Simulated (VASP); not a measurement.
The system is Pt.

```
Pt
1.0
    -1.58422    1.58422    1.58422
     1.58422   -1.58422    1.58422
     1.58422    1.58422   -1.58422
Pt
1
Direct
  0.00000 0.00000 0.00000
```

```yaml
Program: VASP 6.6.1
Task: relaxation of cell and atoms
Functional: r2SCAN
Potentials_or_basis: VASP PAW PBE potentials, release 64 (Pt)
Cutoff: 600 eV
k_mesh: 12 × 12 × 12
Occupations: methfessel-paxton, width 0.1 eV
Spin: no spin polarisation
```

At the start: pressure -6.4 GPa; volume 15.90 Å³/atom.

Task: How do energy, volume and symmetry change on relaxing?

Result: Over 4 steps the energy falls by 8.5 meV/atom and the volume is 15.49 Å³/atom (-2.6 %); space group Im-3m (No. 229, to 0.05 Å).

The path:
```tsv
step	energy change (eV)	largest force (eV/Å)	pressure (GPa)	volume (Å³)
1	0.0000	0.0000	-6.38	15.90
2	0.0530	0.0000	21.13	14.49
3	-0.0085	0.0000	-0.16	15.50
4	-0.0085	0.0000	0.02	15.49
```

Final structure:
```cif
data_structure
_symmetry_space_group_name_H-M 'P 1'
_symmetry_Int_Tables_number 1
_cell_length_a 2.7202
_cell_length_b 2.7202
_cell_length_c 2.7202
_cell_angle_alpha 109.471
_cell_angle_beta 109.471
_cell_angle_gamma 109.471
_cell_volume 15.49
loop_
_atom_site_label
_atom_site_type_symbol
_atom_site_fract_x
_atom_site_fract_y
_atom_site_fract_z
_atom_site_occupancy
Pt1 Pt 0.00000 0.00000 0.00000 1
```

Caveat: the PAW data sets were made with another functional, which shifts forces and pressure a little.
